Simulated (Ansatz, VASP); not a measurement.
## Two plane-wave programs on Al2Cu

```xyz
3
Lattice="4.1052 0.0000 0.0000 0.0000 4.1052 0.0000 0.0000 0.0000 2.8913" Properties=species:S:1:pos:R:3 pbc="T T T"
Al    2.0526    0.0000    1.4457
Al    0.0000    2.0526    1.4457
Cu    0.0000    0.0000    0.0000
```

Alike in both runs: task relaxation of cell and atoms; functional PBE; k mesh 10 × 10 × 14; occupations gaussian, width 0.1 eV; no spin polarisation.

```csv
,VASP,Ansatz
version,VASP 6.6.1,Ansatz 0.2.0
potentials or method,"VASP PAW PBE potentials, release 64 (Al, Cu), cutoff 600 eV","scalar-relativistic, plane waves, PAW"
valence electrons in the cell,17,25
```

```tsv
	VASP	Ansatz	Ansatz less VASP
gap on the k mesh at the Fermi level, each at its own relaxed structure (eV)	none	none	-
relaxed volume (Å³/atom)	16.37	16.33	-0.037
relaxed cell length with the largest relative difference (Å)	2.887	2.885	-0.0025
```

A gap of «none» marks a metal or a gap that the smearing closes. VASP's potentials hold 17 valence electrons a cell and Ansatz's 25, so a difference there can come from the potentials and not from the codes.

Noted on VASP's run: too few bands were computed for a metal, which touches its energy and stress.
